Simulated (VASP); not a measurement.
Write the native input for VASP 6.6.1 that does the following.

```
Task                   : single point
Functional             : PBE
Potentials or basis    : VASP PAW PBE potentials, release 64 (Zn, C)
Cutoff                 : 520 eV
k mesh                 : 6 × 6 × 6
Occupations            : gaussian, width 0.1 eV
Spin                   : no spin polarisation
Dipole correction      : no
Further INCAR settings : ALGO = Normal; EDIFF = 1e-06; NBANDS = 17
```

The structure of ZnC2 lies in POSCAR:

```
ZnC2
1.0
    1.2478510133      0.7204471184      6.9244633963
   -1.2478510133      0.7204471184      6.9244633963
    0.0000000000     -1.4408942369      6.9244633963
Zn C
1 2
Direct
    0.0000000000      0.0000000000      0.0000000000
    0.8333458043      0.8333458043      0.8333458043
    0.1666541957      0.1666541957      0.1666541957
```

The input as run:

INCAR

```
PREC = Accurate
ENCUT = 520
EDIFF = 1E-6
ISMEAR = 0
SIGMA = 0.1
LREAL = False
LASPH = True
NELM = 80
ALGO = Normal
ISIF = 2
LWAVE = False
LCHARG = True
GGA = PE
LELF = True
LVHAR = True
NBANDS = 17
```

KPOINTS

```
Automatic mesh
0
Gamma
  6 6 6
```

Potentials or basis: VASP PAW PBE potentials, release 64 (Zn, C).

The run is started by

```bash
$ cat potpaw_PBE.64/Zn/POTCAR potpaw_PBE.64/C/POTCAR > POTCAR
$ mpirun -np 1 vasp_std > vasp.out
```

Results of the run:

```json
{
  "Pressure": "0.4 GPa",
  "Band gap on the k mesh": "zero (bands 10 and 11 overlap by 0.84 eV)"
}
```

Caveat: the k points lie up to 0.49 Å⁻¹ apart, too coarse for converged energies and pressures of a metal.

Run time: 77 s on 1 thread of Intel(R) Xeon(R) 6975P-C (Granite Rapids), with other jobs on the host, peak memory 0.37 GiB.
